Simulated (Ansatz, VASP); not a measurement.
Mg: VASP beside Ansatz

INCAR

```
SYSTEM = Mg
PREC     = Accurate       ! precision mode
ENCUT    = 600            ! plane-wave cutoff, eV
EDIFF    = 1E-7           ! SCF threshold, eV
ISMEAR   = 0              ! smearing method
SIGMA    = 0.1            ! smearing width, eV
LREAL    = .FALSE.        ! projectors in reciprocal space
LASPH    = .TRUE.         ! aspherical terms in the spheres
NELM     = 100            ! most SCF steps
ALGO     = Normal         ! electronic algorithm
ISIF     = 3              ! what is computed and relaxed
LWAVE    = .FALSE.        ! write WAVECAR
LCHARG   = .FALSE.        ! write CHGCAR
IBRION   = 2              ! ionic algorithm
NSW      = 100            ! ionic steps
EDIFFG   = -0.002         ! ionic threshold
```

Contents of KPOINTS:

```
regular mesh
0
G
  12 12 8
  0 0 0
```

Contents of POSCAR:

```
Mg
1.0
    3.2093000000      0.0000000000      0.0000000000
   -1.6046500000      2.7793353300      0.0000000000
    0.0000000000      0.0000000000      5.2103000000
Mg
2
Direct
    0.3333333300      0.6666666700      0.2500000000
    0.6666666700      0.3333333300      0.7500000000
```

Input for Ansatz:

```yaml
crystal:
  lattice:
    - [3.2093, 0.0, 0.0]
    - [-1.60465, 2.77933533, 0.0]
    - [0.0, 0.0, 5.2103]
  atoms:
    - { symbol: Mg, position: [0.33333333, 0.66666667, 0.25] }
    - { symbol: Mg, position: [0.66666667, 0.33333333, 0.75] }
basis:
  ecutwfc: 420
kpoints:
  mp_grid: { grid: [12, 12, 8] }
hamiltonian:
  xc: lda
  pseudopotentials: { kind: paw, azcp: { folder: soft_1 } }
scf:
  occupations: { method: gaussian, width: 0.1 }
output:
  forces: true
  stress: true
  eigenvalues: true
  write_density: true
  write_potential: true
  elf: true
  volumetric_format: npy
relax:
  adjacent_minimum: "off"
  f_tol: 0.002
  max_steps: 80
  cell: { stress_tol: 0.02 }
```

Alike in both runs: task relaxation of cell and atoms; functional LDA; k mesh 12 × 12 × 8; occupations gaussian, width 0.1 eV; no spin polarisation.

|  | VASP | Ansatz |
| --- | --- | --- |
| version | VASP 6.6.1 | Ansatz 0.2.0 |
| potentials or method | VASP PAW LDA potentials, release 64 (Mg), cutoff 600 eV | scalar-relativistic, plane waves, PAW |
| valence electrons in the cell | 4 | 20 |

|  | VASP | Ansatz | Ansatz less VASP |
| --- | --- | --- | --- |
| gap on the k mesh at the Fermi level, each at its own relaxed structure (eV) | none | none | - |
| relaxed volume (Å³/atom) | 21.42 | 21.60 | +0.174 |
| relaxed cell length with the largest relative difference (Å) | 3.142 | 3.151 | +0.0088 |

Ansatz warns that its potentials were made for another functional, while VASP's fit it. LDA's correlation is that of Perdew and Zunger in VASP and of Perdew and Wang (1992) in Ansatz. A gap of «none» marks a metal or a gap that the smearing closes. VASP's potentials hold 4 valence electrons a cell and Ansatz's 20, so a difference there can come from the potentials and not from the codes.
